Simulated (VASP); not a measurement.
Set up this calculation in VASP 6.6.1, as the native input.

| Quantity | Value |
| --- | --- |
| Task | single point |
| Functional | PBE |
| Potentials or basis | VASP PAW PBE potentials, release 64 (Nb_sv) |
| Cutoff | 520 eV |
| k mesh | 11 × 11 × 11 |
| Occupations | fermi-dirac, width 0.05 eV |
| Spin | no spin polarisation |
| Dipole correction | no |
| Further INCAR settings | ALGO = Fast; EDIFF = 1e-06; NBANDS = 12 |

The structure of Nb lies in POSCAR:

```
Nb
1.0
   -1.6639500000      1.6639500000      1.6639500000
    1.6639500000     -1.6639500000      1.6639500000
    1.6639500000      1.6639500000     -1.6639500000
Nb
1
Direct
    0.0000000000      0.0000000000      0.0000000000
```

One way to write it, as run:

INCAR

```
  PREC = Accurate
  ENCUT = 520
  EDIFF = 1E-6
  ISMEAR = -1
  SIGMA = 0.05
  LREAL = F
  LASPH = T
  NELM = 100
  ALGO = Fast
  ISIF = 2
  LWAVE = F
  LCHARG = F
  GGA = PE
  NBANDS = 12
```

KPOINTS

```
Automatic mesh
0
Gamma
  11 11 11
```

Potentials or basis: VASP PAW PBE potentials, release 64 (Nb_sv).

The run is started by

```sh
$ cat potpaw_PBE.64/Nb_sv/POTCAR > POTCAR
$ mpirun -np 1 vasp_std > vasp.out
```

It gave:

```
Pressure : -2.4 GPa
```

Run time: 15 s on 1 thread of Intel(R) Xeon(R) 6975P-C (Granite Rapids), on a shared host, peak memory 0.13 GiB.
